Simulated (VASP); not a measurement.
Set up this calculation in VASP 6.6.1, as the native input.

```yaml
Task: relaxation of shape and atoms at fixed volume
Functional: PBE
Potentials_or_basis: VASP PAW PBE potentials, release 64 (Nb_sv)
Cutoff: 600 eV
k_mesh: 15 × 15 × 14
Occupations: fermi-dirac, width 0.05 eV
Spin: no spin polarisation
Dipole_correction: no
Further_INCAR_settings: ALGO = Normal; EDIFF = 1e-06; IBRION = 2; EDIFFG = -0.005; NSW = 50; ISIF = 4
```

The structure of Nb lies in POSCAR:

```
Nb
1.0
    2.4811352426      0.0000000000      0.0000000000
   -1.2405676213      2.1487261503      0.0000000000
    0.0000000000      0.0000000000      2.3606444824
Nb
1
Direct
    0.0000000000      0.0000000000      0.0000000000
```

This isn't the form of Nb at room conditions, which is bcc.

The input as run:

INCAR

```
PREC = Accurate
ENCUT = 600
EDIFF = 1E-6
ISMEAR = -1
SIGMA = 0.05
LREAL = F
LASPH = T
NELM = 60
ALGO = Normal
ISIF = 4
LWAVE = F
LCHARG = F
GGA = PE
IBRION = 2
NSW = 50
EDIFFG = -0.005
```

KPOINTS

```
Automatic mesh
0
Gamma
  15 15 14
```

Potentials or basis: VASP PAW PBE potentials, release 64 (Nb_sv).

Launch:

```bash
$ cat potpaw_PBE.64/Nb_sv/POTCAR > POTCAR
$ mpirun -np 1 vasp_std > vasp.out
```

It gave:

```json
{
 "Energy gained by relaxing": "0.7 meV/atom",
 "Ionic steps": "4",
 "Pressure after relaxing": "141.4 GPa",
 "Band gap on the k mesh": "zero (an odd number of electrons rules out a gap without spin polarisation)"
}
```

Run time: 73 s on 1 thread of Intel Xeon 8259CL, with other jobs on the host, peak memory 0.16 GiB.
